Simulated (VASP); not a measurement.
A run of VASP 6.6.1:

Contents of INCAR:

```
  ALGO = Normal
  EDIFF = 1E-6
  ENCUT = 500
  GGA = PS
  GGA_COMPAT = F
  ISIF = 2
  ISMEAR = 0
  LASPH = T
  LCHARG = T
  LELF = T
  LREAL = F
  LVHAR = T
  LWAVE = F
  NBANDS = 11
  NELM = 120
  PREC = Accurate
  SIGMA = 0.1
```

Contents of KPOINTS:

```
k-points
0
Gamma
  6 6 6
```

File POSCAR:

```
AlAs
1.0
    0.0000000000      2.8866372979      2.8866372979
    2.8866372979      0.0000000000      2.8866372979
    2.8866372979      2.8866372979      0.0000000000
Al As
1 1
Direct
    0.0000000000      0.0000000000      0.0000000000
    0.7500000000      0.7500000000      0.7500000000
```

Potentials or basis: VASP PAW PBE potentials, release 64 (Al, As).

Command:

```sh
$ cat potpaw_PBE.64/Al/POTCAR potpaw_PBE.64/As/POTCAR > POTCAR
$ mpirun -np 1 vasp_std > vasp.out
```

Hardware: 1 thread of Intel Xeon 8259CL, on a shared host.

Question: Estimate the wall time of this run.

Answer: Wall time 11 s on 1 thread of Intel Xeon 8259CL, on a shared host, peak memory 0.16 GiB. Counts: scf iterations 12, k points 16.
